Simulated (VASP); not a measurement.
A run of VASP 6.6.1:

File INCAR:

```
PREC = Accurate
ENCUT = 520
EDIFF = 1E-6
ISMEAR = -1
SIGMA = 0.05
LREAL = F
LASPH = T
NELM = 60
ALGO = Normal
ISIF = 2
LWAVE = F
LCHARG = T
GGA = PE
LELF = T
LVHAR = T
NBANDS = 12
```

The input KPOINTS:

```
regular mesh
0
Gamma
  8 8 8
```

The input POSCAR:

```
HCN
1.0
   -1.6849291571      1.6849291571      1.9731744033
    1.6849291571     -1.6849291571      1.9731744033
    1.6849291571      1.6849291571     -1.9731744033
N C H
1 1 1
Direct
    0.2967604901      0.2967604901      0.0000000000
    0.0038660819      0.0038660819      0.0000000000
    0.7270734280      0.7270734280      0.0000000000
```

Potentials or basis: VASP PAW PBE potentials, release 64 (N, C, H).

The run is started by

```sh
$ cat potpaw_PBE.64/N/POTCAR potpaw_PBE.64/C/POTCAR potpaw_PBE.64/H/POTCAR > POTCAR
$ mpirun -np 1 vasp_std > vasp.out
```

Hardware: 1 thread of Intel(R) Xeon(R) 6975P-C (Granite Rapids), with other jobs on the host.

Question: Estimate the wall time of this run.

Answer: It took 5.7 s on 1 thread of Intel(R) Xeon(R) 6975P-C (Granite Rapids) (shared host), peak memory 0.14 GiB. Counts: scf iterations 14, k points 59.
